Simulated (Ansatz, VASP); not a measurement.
# Two plane-wave programs on CaO

```
Ca O
1.0
     0.00000    2.63254    2.63254
     2.63254    0.00000    2.63254
     2.63254    2.63254    0.00000
Ca O
1 1
Cartesian
  0.0000 0.0000 0.0000
  1.3163 1.3163 1.3163
```

Alike in both runs: task single point; functional r2SCAN; k mesh 8 × 8 × 8; no spin polarisation.

|  | VASP | Ansatz |
| --- | --- | --- |
| version | VASP 6.6.1 | Ansatz 0.2.0 |
| potentials or method | VASP PAW PBE potentials, release 64 (Ca_sv, O) | plane waves, PAW |
| plane-wave cutoff (eV) | 520 | 500 |
| occupations | gaussian, width 0.01 eV | fixed |
| valence electrons in the cell | 16 | 16 |

|  | VASP | Ansatz | Ansatz less VASP |
| --- | --- | --- | --- |
| gap on the k mesh at the Fermi level (eV) | 3.63 | 3.66 | +0.024 |
| pressure (GPa) | -1.5 | -2.3 | -0.84 |

VASP's potentials were made for PBE, not for r2SCAN.
